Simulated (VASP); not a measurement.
# ReAs3Os2 (P-3m1) in VASP: notebook

The runs below take ReAs3Os2 through relaxation of cell and atoms, single point, with PBE.

All numbers are computed with VASP 6.6.1; they aren't measurements. Logs are shortened: lines on timing, memory, paths and dates and some standing lists are left out, and cuts for length are marked.

### 1 The cell of the first run

Symmetry: P-3m1, No. 164, trigonal system. The conventional cell has a = 4.327 Å, b = 4.327 Å, c = 5.463 Å, α = 90.00°, β = 90.00°, γ = 120.00°. Re (site symmetry -3m) has 8 As at 2.66 to 2.73 Å and 6 Os at 3.10 Å within 3.5 Å. As (site symmetry 3m) has 3 Re at 2.66 Å and 5 Os at 2.66 to 2.74 Å and 6 As at 3.08 to 3.10 Å within 3.5 Å. As (site symmetry -3m) has 6 Os at 2.66 Å and 2 Re at 2.73 Å and 6 As at 3.10 Å within 3.5 Å. Os (site symmetry 3m) has 8 As at 2.66 to 2.74 Å and 3 Os at 3.08 Å and 3 Re at 3.10 Å within 3.5 Å.

### 2 Relaxation of cell and atoms, PBE

INCAR

```
  ALGO = Normal
  EDIFF = 1E-7
  EDIFFG = -0.04
  ENCUT = 600
  GGA = PE
  IBRION = 2
  ISIF = 3
  ISMEAR = 0
  LASPH = T
  LCHARG = F
  LREAL = F
  LWAVE = F
  NELM = 60
  NSW = 90
  PREC = Accurate
  SIGMA = 0.1
```

KPOINTS

```
k-points
0
Gamma
  6 6 4
```

POSCAR

```
ReAs3Os2
1.0
    4.3265959005      0.0000000000      0.0000000000
   -2.1632979502      3.7469419617      0.0000000000
    0.0000000000      0.0000000000      5.4634847802
Re As Os
1 3 2
Direct
    0.0000000000      0.0000000000      0.0000000000
    0.3333333333      0.6666666667      0.1653300976
    0.6666666667      0.3333333333      0.8346699024
    0.0000000000      0.0000000000      0.5000000000
    0.3333333333      0.6666666667      0.6647049641
    0.6666666667      0.3333333333      0.3352950359
```

Potentials or basis: VASP PAW PBE potentials, release 64 (Re, As, Os).

Started as:

```
> cat potpaw_PBE.64/Re/POTCAR potpaw_PBE.64/As/POTCAR potpaw_PBE.64/Os/POTCAR > POTCAR
> mpirun -np 1 vasp_std > vasp.out
```

OUTCAR:

```text
EDIFF = 1E-7
   EDIFFG = -0.04
   ENCUT = 600
   GGA = PE
   IBRION = 2
   ISIF = 3
   ISMEAR = 0
   LASPH = T
   LREAL = F
   NELM = 60
   NSW = 90
   PREC = Accurate

 ion  position               nearest neighbor table
   1  0.000  0.000  0.000-   2 2.66   3 2.66   2 2.66   3 2.66   3 2.66   2 2.66   4 2.73   4 2.73
                             6 3.10   5 3.10   6 3.10   5 3.10   6 3.10   5 3.10
   2  0.333  0.667  0.165-   1 2.66   1 2.66   1 2.66   6 2.66   6 2.66   6 2.66   5 2.73   5 2.74

   3  0.667  0.333  0.835-   1 2.66   1 2.66   1 2.66   5 2.66   5 2.66   5 2.66   6 2.73   6 2.74

   4  0.000  0.000  0.500-   5 2.66   6 2.66   5 2.66   6 2.66   6 2.66   5 2.66   1 2.73   1 2.73

   5  0.333  0.667  0.665-   4 2.66   4 2.66   4 2.66   3 2.66   3 2.66   3 2.66   2 2.73   2 2.74
                             6 3.08   6 3.08   6 3.08   1 3.10   1 3.10   1 3.10
   6  0.667  0.333  0.335-   4 2.66   4 2.66   4 2.66   2 2.66   2 2.66   2 2.66   3 2.73   3 2.74
                             5 3.08   5 3.08   5 3.08   1 3.10   1 3.10   1 3.10

  LATTYP: Found a hexagonal cell.
 ALAT       =     4.3265959005
 C/A-ratio  =     1.2627675211

  Lattice vectors:

 A1 = (   4.3265959005,   0.0000000000,   0.0000000000)
 A2 = (  -2.1632979502,   3.7469419617,   0.0000000000)
 A3 = (   0.0000000000,   0.0000000000,   5.4634847802)

Analysis of symmetry for initial positions (statically):
=====================================================================
 Subroutine PRICEL returns:
 Original cell was already a primitive cell.

 Routine SETGRP: Setting up the symmetry group for a
 hexagonal supercell.

 Subroutine GETGRP returns: Found 12 space group operations
 (whereof 12 operations were pure point group operations)
 out of a pool of 24 trial point group operations.

The static configuration has the point symmetry D_3d.

Analysis of symmetry for dynamics (positions and initial velocities):
=====================================================================
 Subroutine PRICEL returns:
 Original cell was already a primitive cell.

 Routine SETGRP: Setting up the symmetry group for a
 hexagonal supercell.

 Subroutine GETGRP returns: Found 12 space group operations
 (whereof 12 operations were pure point group operations)
 out of a pool of 24 trial point group operations.

The dynamic configuration has the point symmetry D_3d.

 Subroutine INISYM returns: Found 12 space group operations
 (whereof 12 operations are pure point group operations),
 and found     1 'primitive' translations

----------------------------------------------------------------------------------------

                                     Primitive cell

  volume of cell :      88.5713

  direct lattice vectors                    reciprocal lattice vectors
     4.326595901  0.000000000  0.000000000     0.231128588  0.133442152  0.000000000
    -2.163297950  3.746941962  0.000000000     0.000000000  0.266884305  0.000000000
     0.000000000  0.000000000  5.463484780     0.000000000  0.000000000  0.183033364

  length of vectors
     4.326595901  4.326595900  5.463484780     0.266884305  0.266884305  0.183033364

  position of ions in fractional coordinates (direct lattice)
     0.000000000  0.000000000  0.000000000
     0.333333333  0.666666667  0.165330098
     0.666666667  0.333333333  0.834669902
     0.000000000  0.000000000  0.500000000
     0.333333333  0.666666667  0.664704964
     0.666666667  0.333333333  0.335295036

  ion indices of the primitive-cell ions
   primitive index   ion index
                 1           1
                 2           2
                 3           3
                 4           4
                 5           5
                 6           6

----------------------------------------------------------------------------------------

 KPOINTS: k-points

Automatic generation of k-mesh.
 Grid dimensions read from file:
 generate k-points for:    6    6    4

 Generating k-lattice:

  Cartesian coordinates                     Fractional coordinates (reciprocal lattice)
     0.038521431  0.022240359  0.000000000     0.166666667  0.000000000  0.000000000
     0.000000000  0.044480717  0.000000000     0.000000000  0.166666667  0.000000000
     0.000000000  0.000000000  0.045758341     0.000000000  0.000000000  0.250000000

  Length of vectors
     0.044480717  0.044480717  0.045758341

  Shift w.r.t. Gamma in fractional coordinates (k-lattice)
     0.000000000  0.000000000  0.000000000

 Subroutine IBZKPT returns following result:
 ===========================================

 Found     24 irreducible k-points:

 Following reciprocal coordinates:
            Coordinates               Weight
  0.000000  0.000000  0.000000      1.000000
  0.166667  0.000000  0.000000      6.000000
  0.333333  0.000000  0.000000      6.000000
  0.500000 -0.000000  0.000000      3.000000
  0.166667  0.166667  0.000000      6.000000
  0.333333  0.166667  0.000000     12.000000
[... 16 lines left out ...]
  0.333333  0.166667  0.500000     12.000000
  0.333333  0.333333  0.500000      2.000000
   k-points           NKPTS =     24   k-points in BZ     NKDIM =     24   number of bands    NBANDS=     23
   number of dos      NEDOS =    301   number of ions     NIONS =      6
   total plane-waves  NPLWV =  62208
   dimension x,y,z NGX =    36 NGY =   36 NGZ =   48
   dimension x,y,z NGXF=    72 NGYF=   72 NGZF=   96
   ions per type =               1   3   2
   NGX,Y,Z   is equivalent  to a cutoff of  13.83, 13.83, 14.61 a.u.
   NGXF,Y,Z  is equivalent  to a cutoff of  27.67, 27.67, 29.21 a.u.
 SYSTEM =  unknown system
   PREC   = accura    normal or accurate (medium, high low for compatibility)
   ISTART =      0    job   : 0-new  1-cont  2-samecut
   ICHARG =      2    charge: 1-file 2-atom 10-const
   ISPIN  =      1    spin polarized calculation?
   LNONCOLLINEAR =      F non collinear calculations
   LSORBIT =      F    spin-orbit coupling
   LASPH  =      T    aspherical Exc in radial PAW
   ENCUT  =  600.0 eV  44.10 Ry    6.64 a.u.   8.64  8.64 10.91*2*pi/ulx,y,z
   NELM   =     60;   NELMIN=  2; NELMDL= -5     # of ELM steps
   EDIFF  = 0.1E-06   stopping-criterion for ELM
   LREAL  =      F    real-space projection
   EDIFFG = -.4E-01   stopping-criterion for IOM
   NSW    =     90    number of steps for IOM
   IBRION =      2    ionic relax: 0-MD 1-quasi-New 2-CG
   NFREE  =      1    steps in history (QN), initial steepest desc. (CG)
   ISIF   =      3    stress and relaxation
   ISYM   =      2    0-nonsym 1-usesym 2-fastsym
   POTIM  = 0.5000    time-step for ionic-motion
   TEBEG  =    0.0;   TEEND  =   0.0 temperature during run
   PSTRESS=    0.0 pullay stress
   NELECT =      38.0000    total number of electrons
   NUPDOWN=      -1.0000    fix difference up-down
   EMIN   =  10.00;   EMAX   =-10.00  energy-range for DOS
   EFERMI =   0.00;   METHOD = LEGACY
   ISMEAR =     0;   SIGMA  =   0.10  broadening in eV -4-tet -1-fermi 0-gaus
   EFERMI_NEDOS =   21; number of points for ismear=-14 and -15
   IALGO  =     38    algorithm
   IMIX   =      4    mixing-type and parameters
     AMIX     =   0.40;   BMIX     =  1.00
     AMIX_MAG =   1.60;   BMIX_MAG =  1.00
  volume/ion in A,a.u.               =      14.76        99.62
  Fermi-wavevector in a.u.,A,eV,Ry     =   1.234729  2.333300 20.742843  1.524556
  Thomas-Fermi vector in A             =   2.369407
   LORBIT       =      0    0 simple, 1 ext, 2 COOP (PROOUT), +10 PAW based schemes
   GGA     = PE    functional components
   LHFCALC =     F    Hartree Fock is set to
   AEXX    =    0.0000 exact exchange contribution
   IVDW    =     0    specifies the selected vdW correction
   LEPSILON=     F    determine dielectric tensor
   LRPA    =     F    only Hartree local field effects (RPA)
 conjugate gradient relaxation of ions
 non-spin polarized calculation
 Gauss-broadening in eV      SIGMA  =   0.10
  energy-cutoff  :      600.00
  volume of cell :       88.57
 maximum number of plane-waves:      2986
 NGX is ok and might be reduce to    36
   NGX = 17   NGY = 17   NGZ = 21

--------------------------------------- Ionic step        1  -------------------------------------------

 number of electron      37.9999999 magnetization

 Free energy of the ion-electron system (eV)
  ---------------------------------------------------
  ext. energy  EPLUGINS =         0.00000000
  ---------------------------------------------------
  free energy    TOTEN  =       -46.58277530 eV

  energy without entropy =      -46.56565204  energy(sigma->0) =      -46.57421367

------------------------ aborting loop because EDIFF is reached ----------------------------------------

  FORCE on cell =-STRESS in cart. coord.  units (eV):
  Direction    XX          YY          ZZ          XY          YZ          ZX
  --------------------------------------------------------------------------------------
  -------------------------------------------------------------------------------------
  Total        1.6265660      1.6265660     -2.7407484      0.0000000      0.0000000      0.0000000
  in kB       29.4231551     29.4231551    -49.5777382      0.0000000      0.0000000      0.0000000
  external PRESSURE =       3.0895240 kB  Pullay stress =       0.0000000 kB

 VOLUME and BASIS-vectors are now :
 -----------------------------------------------------------------------------
  energy-cutoff  :      600.00
  volume of cell :       88.57
      direct lattice vectors                 reciprocal lattice vectors
     4.326595901  0.000000000  0.000000000     0.231128588  0.133442152  0.000000000
    -2.163297950  3.746941962  0.000000000     0.000000000  0.266884305  0.000000000
     0.000000000  0.000000000  5.463484780     0.000000000  0.000000000  0.183033364
[... 121 lines left out ...]
 POSITION                                       TOTAL-FORCE (eV/Angst)
 -----------------------------------------------------------------------------------
      4.37086      0.00000      0.00000        -0.000000      0.000000      0.000000
     -0.00000      2.52352      0.88095         0.000000      0.000000      0.007810
      2.18543      1.26176      4.43826        -0.000000     -0.000000     -0.007810
      4.37086      0.00000      2.65961         0.000000      0.000000      0.000000
     -0.00000      2.52352      3.54030         0.000000      0.000000      0.023637
      2.18543      1.26176      1.77892        -0.000000     -0.000000     -0.023637
 -----------------------------------------------------------------------------------
    total drift:                                0.000000      0.000000      0.000000

  FREE ENERGIE OF THE ION-ELECTRON SYSTEM (eV)
  ---------------------------------------------------
  free  energy   TOTEN  =       -46.6339411199 eV

  energy  without entropy=      -46.6183342346  energy(sigma->0) =      -46.62613768

--------------------------------------- Ionic step        5  -------------------------------------------

 number of electron      37.9999998 magnetization

 Free energy of the ion-electron system (eV)
  ---------------------------------------------------
  ext. energy  EPLUGINS =         0.00000000
  ---------------------------------------------------
  free energy    TOTEN  =       -46.63701117 eV

  energy without entropy =      -46.62148295  energy(sigma->0) =      -46.62924706

 E-fermi :   9.3208     XC(G=0): -12.8271

 val. band max:        9.2818759051   @ k =   0.1667   0.0000   0.0000
 cond. band min:       9.3254876858   @ k =   0.1667   0.1667   0.5000
 fundamental gap:      0.0436117806
 Fermi energy:         9.3207588540

 k-point     1 :       0.0000    0.0000    0.0000
  band No.  band energies     occupation
      1      -6.2342      2.00000
      2      -2.4291      2.00000
      3      -2.3758      2.00000
      4       2.6960      2.00000
      5       2.6960      2.00000
      6       2.7705      2.00000
[... 15 lines left out ...]
     22       9.1957      1.92309
     23       9.1957      1.92309
[... 618 lines left out ...]
 POSITION                                       TOTAL-FORCE (eV/Angst)
 -----------------------------------------------------------------------------------
      0.00000      0.00000      5.33605         0.000000     -0.000000      0.000000
     -0.00000      2.52802      0.88340         0.000000      0.000000      0.008972
      2.18933      1.26401      4.45265        -0.000000     -0.000000     -0.008972
     -2.18933      3.79202      2.66802         0.000000     -0.000000      0.000000
     -0.00000      2.52802      3.55022         0.000000      0.000000      0.032859
      2.18933      1.26401      1.78582        -0.000000     -0.000000     -0.032859
 -----------------------------------------------------------------------------------
    total drift:                               -0.000000      0.000000      0.000000

  FREE ENERGIE OF THE ION-ELECTRON SYSTEM (eV)
  ---------------------------------------------------
  free  energy   TOTEN  =       -46.6370111744 eV

  energy  without entropy=      -46.6214829544  energy(sigma->0) =      -46.62924706

 reached required accuracy - stopping structural energy minimisation
```

Run time: 4.3 min. Hardware: 1 thread of Intel Xeon Platinum 8259CL at 2.50GHz (Skylake/Cascade Lake), shared host; peak memory 0.29 GiB.

What came out:

| Item | Value |
| --- | --- |
| Free energy | -46.6370 eV |
| Relaxed volume | 14.77 Å³/atom |
| Relaxed cell | a = 4.379 Å, b = 4.379 Å, c = 5.336 Å, α = 90.00°, β = 90.00°, γ = 120.00° |
| Space group after relaxing (to 0.05 Å) | P-3m1 (No. 164) |
| Energy gained by relaxing | 9.0 meV/atom |
| Ionic steps | 5 |
| Pressure after relaxing | 0.0 GPa |
| Largest force after relaxing | 0.033 eV/Å |

Forces on the atoms (eV/Å):
```
Re   0.000  0.000  0.000
As   0.000  0.000  0.009
As   0.000  0.000 -0.009
As   0.000  0.000  0.000
Os   0.000  0.000  0.033
Os   0.000  0.000 -0.033
```

The path:
| step | energy change (eV) | largest force (eV/Å) | pressure (GPa) | volume (Å³) |
| --- | --- | --- | --- | --- |
| 1 | 0.0000 | 0.0579 | 0.31 | 88.57 |
| 2 | -0.0535 | 0.0373 | -0.77 | 88.90 |
| 3 | -0.0535 | 0.0371 | -0.77 | 88.90 |
| 4 | -0.0512 | 0.0236 | 1.62 | 88.01 |
| 5 | -0.0542 | 0.0329 | 0.02 | 88.60 |

Final structure:
```yaml
crystal:
  lattice:
    - [4.37865, 0.00000, 0.00000]
    - [-2.18933, 3.79202, 0.00000]
    - [0.00000, 0.00000, 5.33605]
  atoms:
    - { symbol: Re, position: [0.00000, 0.00000, 0.00000] }
    - { symbol: As, position: [0.33333, 0.66667, 0.16555] }
    - { symbol: As, position: [0.66667, 0.33333, 0.83445] }
    - { symbol: As, position: [0.00000, 0.00000, 0.50000] }
    - { symbol: Os, position: [0.33333, 0.66667, 0.66533] }
    - { symbol: Os, position: [0.66667, 0.33333, 0.33467] }
```

Caveat: the bands computed are all filled at some k points, so no gap is given; spin-orbit coupling is left out, which moves the levels of the heavy elements.

### 3 Single point, PBE

This run uses another cell than the first one, of 14.69 Å³/atom, 0.995 times its volume.

INCAR

```
ALGO = Normal
EDIFF = 1E-6
ENCUT = 520
GGA = PE
ISIF = 2
ISMEAR = 0
LASPH = T
LCHARG = F
LREAL = F
LWAVE = F
NBANDS = 28
NELM = 80
PREC = Accurate
SIGMA = 0.1
```

KPOINTS

```
k-points
0
Gamma
  12 12 8
```

POSCAR

```
ReAs3Os2
1.0
    4.3643348490      0.0000000000      0.0000000000
   -2.1821674245      3.7796248499      0.0000000000
    0.0000000000      0.0000000000      5.3422168295
Re As Os
1 3 2
Direct
    0.0000000000      0.0000000000      0.0000000000
    0.3333333333      0.6666666667      0.1661217061
    0.6666666667      0.3333333333      0.8338782939
    0.0000000000      0.0000000000      0.5000000000
    0.3333333333      0.6666666667      0.6666197937
    0.6666666667      0.3333333333      0.3333802063
```

Potentials or basis: VASP PAW PBE potentials, release 64 (Re, As, Os).

Started as:

```
> cat potpaw_PBE.64/Re/POTCAR potpaw_PBE.64/As/POTCAR potpaw_PBE.64/Os/POTCAR > POTCAR
> mpirun -np 1 vasp_std > vasp.out
```

It took 4.5 min on 1 thread of Intel Xeon Platinum 8259CL at 2.50GHz (Skylake/Cascade Lake), shared host; peak memory 0.44 GiB.

Results (log left out):

| Item | Value |
| --- | --- |
| Free energy | -46.6311 eV |
| Pressure | 0.7 GPa |
| Band gap on the k mesh | zero (band 19 reaches 10.53 eV, above the bottom of band 20 at 8.59 eV) |

Forces in eV/Å, atoms in the order of the input:
```
Re   0.000  0.000  0.000
As   0.000  0.000 -0.002
As   0.000  0.000  0.002
As   0.000  0.000  0.000
Os   0.000  0.000 -0.002
Os   0.000  0.000  0.002
```

Levels at points of the mesh, in eV from the Fermi level:
```csv
k point,band 15,band 16,band 17,band 18,band 19,band 20,band 21,band 22,band 23,band 24
"(0.00, 0.00, 0.00)",-1.44,-1.34,-1.34,-0.53,-0.53,-0.42,-0.10,-0.10,-0.10,2.91
"(0.50, 0.00, 0.00)",-2.13,-2.08,-1.93,-1.45,0.26,0.71,0.84,1.11,1.56,2.02
"(0.00, 0.00, 0.50)",-2.06,-2.06,0.76,1.18,1.18,1.29,1.59,1.59,2.02,2.02
"(0.50, 0.00, 0.50)",-2.52,-1.92,-1.47,-0.43,-0.29,0.29,1.07,1.14,1.74,3.45
```

Caveat: spin-orbit coupling is left out, which moves the levels of the heavy elements.
